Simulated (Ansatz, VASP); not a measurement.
Cr3PtC in VASP and in Ansatz

```
CELL_PARAMETERS angstrom
3.85101 0.00000 0.00000
0.00000 3.85101 0.00000
0.00000 0.00000 3.85101
ATOMIC_POSITIONS crystal
Pt 0.00000 0.00000 0.00000
C 0.50000 0.50000 0.50000
Cr 0.50000 0.50000 0.00000
Cr 0.50000 0.00000 0.50000
Cr 0.00000 0.50000 0.50000
```

Alike in both runs: task relaxation of cell and atoms; functional PBE; k mesh 10 × 10 × 10; occupations gaussian, width 0.1 eV; no spin polarisation.

```csv
,VASP,Ansatz
version,VASP 6.6.1,Ansatz 0.2.0
potentials or method,"VASP PAW PBE potentials, release 64 (Pt, C, Cr_pv), cutoff 600 eV","scalar-relativistic, plane waves, PAW"
valence electrons in the cell,50,64
```

|  | VASP | Ansatz | Ansatz less VASP |
| --- | --- | --- | --- |
| gap on the k mesh at the Fermi level, each at its own relaxed structure (eV) | none | none | - |
| relaxed volume (Å³/atom) | 11.42 | 11.43 | +0.009 |
| relaxed cell length with the largest relative difference (Å) | 3.851 | 3.852 | +0.0010 |

A gap of «none» marks a metal or a gap that the smearing closes. VASP's potentials hold 50 valence electrons a cell and Ansatz's 64, so a difference there can come from the potentials and not from the codes.

Spin-orbit coupling is off throughout. Noted on VASP's run: the relaxation stopped at its first step, so nothing moved.
